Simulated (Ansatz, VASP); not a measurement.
**One calculation of BN, two programs**

```
B N
1.0
     2.50518    0.00000    0.00000
    -1.25259    2.16955    0.00000
     0.00000    0.00000    4.21645
B N
2 2
Direct
  0.33333 0.66667 0.99983
  0.66667 0.33333 0.49983
  0.33333 0.66667 0.37417
  0.66667 0.33333 0.87417
```

Change from the starting cell: strained cell.

Alike in both runs: functional r2SCAN; k mesh 9 × 9 × 6; occupations gaussian, width 0.02 eV; no spin polarisation.

Ansatz relaxed the structure, and its values are those at the end. VASP's run is a single point on that final structure, the one shown.

|  | VASP | Ansatz |
| --- | --- | --- |
| version | VASP 6.6.1 | Ansatz 0.2.0 |
| potentials or method | VASP PAW PBE potentials, release 64 (B, N), cutoff 520 eV | scalar-relativistic, plane waves, PAW |
| valence electrons in the cell | 16 | 16 |

|  | VASP | Ansatz | Ansatz less VASP |
| --- | --- | --- | --- |
| gap on the k mesh at the Fermi level (eV) | 5.59 | 5.62 | +0.028 |
| least direct gap on the mesh (eV) | 8.89 | 8.90 | +0.015 |
| pressure (GPa) | 13.1 | 11.6 | -1.56 |
| rms of the force components (eV/Å) | 0.007 | 0.000 | -0.0066 |

VASP's potentials were made for PBE, not for r2SCAN. Ansatz's warnings: stress scf threshold loose.
